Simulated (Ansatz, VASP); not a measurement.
**Two plane-wave programs on CeC**

Contents of INCAR:

```
SYSTEM = CeC
PREC     = Accurate       ! precision mode
ENCUT    = 520            ! plane-wave cutoff, eV
EDIFF    = 1E-8           ! SCF threshold, eV
ISMEAR   = -1             ! smearing method
SIGMA    = 0.08           ! smearing width, eV
LREAL    = .False.        ! projectors in reciprocal space
LASPH    = .True.         ! aspherical terms in the spheres
NELM     = 60             ! most SCF steps
ALGO     = Normal         ! electronic algorithm
ISIF     = 2              ! what is computed and relaxed
LWAVE    = .False.        ! write WAVECAR
LCHARG   = .False.        ! write CHGCAR
GGA      = PE             ! functional
LEFG     = .True.       
NBANDS   = 15             ! bands
```

Contents of KPOINTS:

```
Automatic mesh
0
Gamma
  12 12 12
  0 0 0
```

Contents of POSCAR:

```
CeC
1.0
    0.0000000000      2.5960188331      2.5960188331
    2.5960188331      0.0000000000      2.5960188331
    2.5960188331      2.5960188331      0.0000000000
Ce C
1 1
Direct
    0.0000000000      0.0000000000      0.0000000000
    0.5000000000      0.5000000000      0.5000000000
```

Input for Ansatz:

```yaml
crystal:
  lattice:
    - [0.0, 2.5960188331, 2.5960188331]
    - [2.5960188331, 0.0, 2.5960188331]
    - [2.5960188331, 2.5960188331, 0.0]
  atoms:
    - { symbol: Ce, position: [0.0, 0.0, 0.0] }
    - { symbol: C, position: [0.5, 0.5, 0.5] }
kpoints:
  mp_grid: { grid: [12, 12, 12] }
scf:
  occupations: { method: fermi_dirac, width: 0.08 }
hamiltonian:
  xc: pbe
  pseudopotentials: { kind: paw }
output:
  forces: true
  stress: true
  eigenvalues: true
  efg: { contact_densities: true }
```

Alike in both runs: task electric field gradients; functional PBE; k mesh 12 × 12 × 12; occupations fermi-dirac, width 0.08 eV; no spin polarisation.

```csv
,VASP,Ansatz
version,VASP 6.6.1,Ansatz 0.2.0
potentials or method,"VASP PAW PBE potentials, release 64 (Ce, C)","PAW with Ansatz's default frozen-core files, scalar-relativistic"
plane-wave cutoff (eV),520,420
valence electrons in the cell,16,16
```

```tsv
	VASP	Ansatz	Ansatz less VASP
pressure (GPa)	0.0	0.0	+0.05
```

Neither program's run includes spin-orbit coupling.
